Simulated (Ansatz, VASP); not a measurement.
**Ca4AlO in VASP and in Ansatz**

```
Ca Al O
1.0
     0.00000    4.54486    4.54486
     4.54486    0.00000    4.54486
     4.54486    4.54486    0.00000
Ca Al O
4 1 1
Direct
  0.87373 0.37542 0.37542
  0.37542 0.37542 0.87373
  0.37542 0.37542 0.37542
  0.37542 0.87373 0.37542
  0.75000 0.75000 0.75000
  0.00000 0.00000 0.00000
```

Change from the starting cell: species swapped into the TbMgCo4 type (F-43m, No. 216).

Alike in both runs: functional PBE; k mesh 4 × 4 × 4; occupations gaussian, width 0.1 eV; no spin polarisation.

Ansatz relaxed the structure, and its values are those at the end. VASP's run is a single point on that final structure, the one shown.

```csv
,VASP,Ansatz
version,VASP 6.6.1,Ansatz 0.2.0
potentials or method,"VASP PAW PBE potentials, release 64 (Ca_sv, Al, O), cutoff 520 eV","scalar-relativistic, plane waves, PAW"
valence electrons in the cell,49,49
```

```tsv
	VASP	Ansatz	Ansatz less VASP
gap on the k mesh at the Fermi level (eV)	none	none	-
pressure (GPa)	0.0	0.0	0.00
```

A gap of «none» marks a metal or a gap that the smearing closes. With one functional, cell and mesh, what is left measures potentials, basis and numerics.
